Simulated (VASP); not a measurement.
# MgO in VASP: settings compared, part 2 of 2

VASP 6.6.1. The steps go on from the part before.

## 6. Single point, r2SCAN (epitaxial xy strain -5.0%)

POSCAR

```
MgO
1.0
    0.0000000000      1.9981101297      2.1751995859
    1.9981101297      0.0000000000      2.1751995859
    1.9981101297      1.9981101297      0.0000000000
Mg O
1 1
Direct
    0.0000000000      0.0000000000      0.0000000000
    0.5000000000      0.5000000000      0.5000000000
```

INCAR.step1

```
PREC = Accurate
ENCUT = 660
ISMEAR = 0
SIGMA = 0.01
LREAL = F
LASPH = T
NELM = 120
NBANDS = 15
GGA = PE
ALGO = Normal
EDIFF = 1E-5
LWAVE = T
LCHARG = F
GGA_COMPAT = F
```

INCAR.step2

```
PREC = Accurate
ENCUT = 660
EDIFF = 1E-6
ISMEAR = 0
SIGMA = 0.01
LREAL = F
LASPH = T
NELM = 120
ALGO = Normal
ISIF = 2
LWAVE = F
LCHARG = T
METAGGA = R2SCAN
LMIXTAU = T
LELF = T
LVHAR = T
NBANDS = 15
ISTART = 1
GGA_COMPAT = F
```

KPOINTS

```
regular mesh
0
Gamma
  10 10 10
```

Potentials or basis: VASP PAW PBE potentials, release 64 (Mg_sv, O).

The run is started by

```bash
> cat potpaw_PBE.64/Mg_sv/POTCAR potpaw_PBE.64/O/POTCAR > POTCAR
> cp INCAR.step1 INCAR
> mpirun -np 1 vasp_std > vasp.out
> cp INCAR.step2 INCAR
> mpirun -np 1 vasp_std > vasp.out
```

OUTCAR:

```text
PREC = Accurate
   ENCUT = 660
   EDIFF = 1E-6
   ISMEAR = 0
   LREAL = F
   LASPH = T
   NELM = 120
   ISIF = 2
   METAGGA = R2SCAN
   ISTART = 1

 ion  position               nearest neighbor table
   1  0.000  0.000  0.000-   2 2.00   2 2.00   2 2.00   2 2.00
   2  0.500  0.500  0.500-   1 2.00   1 2.00   1 2.00   1 2.00

  LATTYP: Found a body centered tetragonal cell.
 ALAT       =     2.8257544445
 C/A-ratio  =     1.5395531555

  Lattice vectors:

 A1 = (  -1.9981101297,   0.0000000000,   2.1751995859)
 A2 = (   1.9981101297,   0.0000000000,   2.1751995859)
 A3 = (   0.0000000000,   1.9981101297,  -2.1751995859)

Analysis of symmetry for initial positions (statically):
=====================================================================
 Subroutine PRICEL returns:
 Original cell was already a primitive cell.

 Routine SETGRP: Setting up the symmetry group for a
 body centered tetragonal supercell.

 Subroutine GETGRP returns: Found 16 space group operations
 (whereof 16 operations were pure point group operations)
 out of a pool of 16 trial point group operations.

The static configuration has the point symmetry D_4h.

[... 174 lines left out ...]
      5     -15.5527      2.00000
      6       2.9848      2.00000
      7       2.9848      2.00000
      8       3.0992      2.00000
      9       9.3752      0.00000
     10      19.7636      0.00000
     11      20.7363      0.00000
     12      20.7372      0.00000
     13      24.7500      0.00000
     14      25.2754      0.00000
[... 401 lines left out ...]
      2     -36.8273      2.00000
      3     -36.7337      2.00000
      4     -36.7250      2.00000
      5     -14.3271      2.00000
      6      -0.8498      2.00000
      7       1.7556      2.00000
      8       2.0551      2.00000
      9      14.5072      0.00000
     10      14.9961      0.00000
     11      18.0341      0.00000
     12      24.2388      0.00000
     13      24.2796      0.00000
     14      31.0958      0.00000
     15      32.2924      0.00000

 [... further k-points ...]

------------------------ aborting loop because EDIFF is reached ----------------------------------------

  FORCE on cell =-STRESS in cart. coord.  units (eV):
  Direction    XX          YY          ZZ          XY          YZ          ZX
  --------------------------------------------------------------------------------------
  -------------------------------------------------------------------------------------
  Total        2.5500540      2.5500540     -0.0713045      0.0000000      0.0000000      0.0000000
  in kB      235.2296247    235.2296247     -6.5774829      0.0000000      0.0000000      0.0000000
  external PRESSURE =     154.6272555 kB  Pullay stress =       0.0000000 kB

 VOLUME and BASIS-vectors are now :
 -----------------------------------------------------------------------------
  energy-cutoff  :      660.00
  volume of cell :       17.37
      direct lattice vectors                 reciprocal lattice vectors
     0.000000000  1.998110130  2.175199586    -0.250236457  0.250236457  0.229863964
     1.998110130  0.000000000  2.175199586     0.250236457 -0.250236457  0.229863964
     1.998110130  1.998110130  0.000000000     0.250236457  0.250236457 -0.229863964

 POSITION                                       TOTAL-FORCE (eV/Angst)
 -----------------------------------------------------------------------------------
      0.00000      0.00000      0.00000        -0.000000     -0.000000     -0.000000
      1.99811      1.99811      2.17520         0.000000      0.000000      0.000000
 -----------------------------------------------------------------------------------
    total drift:                                0.000000      0.000000      0.000000

  FREE ENERGIE OF THE ION-ELECTRON SYSTEM (eV)
  ---------------------------------------------------
  free  energy   TOTEN  =       -16.0437543058 eV

  energy  without entropy=      -16.0437543058  energy(sigma->0) =      -16.04375431
```

OSZICAR.step1:

```text
N       E                     dE             d eps       ncg     rms          rms(c)
DAV:   1     0.140567022964E+03    0.14057E+03   -0.11919E+04  3060   0.153E+03
DAV:   2    -0.877335124769E+01   -0.14934E+03   -0.14228E+03  3739   0.400E+02
DAV:   3    -0.133210510299E+02   -0.45477E+01   -0.45293E+01  3894   0.695E+01
DAV:   4    -0.133837132986E+02   -0.62662E-01   -0.62656E-01  3606   0.806E+00
DAV:   5    -0.133847915574E+02   -0.10783E-02   -0.10783E-02  3839   0.885E-01    0.863E+00
DAV:   6    -0.117275062630E+02    0.16573E+01   -0.25973E+00  3403   0.151E+01    0.266E+00
DAV:   7    -0.117183929309E+02    0.91133E-02   -0.15228E-01  3669   0.350E+00    0.166E+00
DAV:   8    -0.117108172898E+02    0.75756E-02   -0.36938E-02  3683   0.215E+00    0.358E-01
DAV:   9    -0.117094176882E+02    0.13996E-02   -0.38869E-03  3445   0.606E-01    0.991E-02
DAV:  10    -0.117095596068E+02   -0.14192E-03   -0.26098E-04  3774   0.159E-01    0.475E-02
DAV:  11    -0.117095665357E+02   -0.69289E-05   -0.27328E-05  3837   0.500E-02
   1 F= -.11709567E+02 E0= -.11709567E+02  d E =0.000000E+00
```

Wall time 2.5 min (1 thread of AMD EPYC 7R43 (Zen 3), shared host); peak memory 0.14 GiB.

Results:

```
Free energy            : -16.0438 eV
Pressure               : 15.5 GPa
Band gap on the k mesh : 6.28 eV, direct
```

Levels at points of the mesh, in eV from the valence-band top:
```tsv
k point	band 5	band 6	band 7	band 8	band 9	band 10	band 11	band 12
(0.00, 0.00, 0.00)	-18.65	-0.11	-0.11	0.00	6.28	16.66	17.64	17.64
(0.50, 0.00, 0.00)	-17.17	-4.99	-0.96	-0.73	9.19	14.57	17.44	19.33
(0.50, 0.50, 0.00)	-17.15	-4.65	-1.27	-1.27	10.73	12.21	14.31	22.28
(0.50, 0.00, 0.50)	-16.88	-4.32	-1.93	-1.39	9.83	11.91	15.44	20.36
```

Caveat: the cell differs from its parent crystal (epitaxial xy strain -5.0%); the PAW data sets were made with another functional, which shifts forces and pressure a little.

## 7. The runs side by side

| level | potentials or basis | cell | cutoff (eV) | smearing | second run | gap on the mesh (eV) | pressure (GPa) |
| --- | --- | --- | --- | --- | --- | --- | --- |
| PBE | VASP PAW PBE potentials, release 64 (Mg, O) | a = 2.954, b = 2.954, c = 2.826 Å, angles 61.4, 61.4, 57.2°, 2 atoms | 520 | fermi-dirac 0.02 eV | - | 5.33 | 21.0 |
| PBE | VASP PAW PBE potentials, release 64 (Mg, O) | a = 2.972 Å, angles 59.8°, 2 atoms | 520 | fermi-dirac 0.02 eV | - | 4.82 | 5.9 |
| r2SCAN | VASP PAW PBE potentials, release 64 (Mg, O) | a = 2.954, b = 2.954, c = 2.826 Å, angles 61.4, 61.4, 57.2°, 2 atoms | 520 | gaussian 0.01 eV | - | 6.22 | 14.7 |
| r2SCAN | VASP PAW PBE potentials, release 64 (Mg, O) | a = 2.972 Å, angles 59.8°, 2 atoms | 520 | gaussian 0.01 eV | - | 5.70 | -0.2 |
| r2SCAN | VASP PAW PBE potentials, release 64 (Mg_sv, O) | a = 2.954, b = 2.954, c = 2.826 Å, angles 61.4, 61.4, 57.2°, 2 atoms | 660 | gaussian 0.01 eV | valence_matched | 6.28 | 15.5 |

Alike in all rows: task single point; no spin polarisation; k mesh 10 × 10 × 10.

Caveats: the PAW data sets were made with another functional, which shifts forces and pressure a little (some runs).

Total energies depend on the potentials used, so only differences within one code and one set of settings carry meaning.
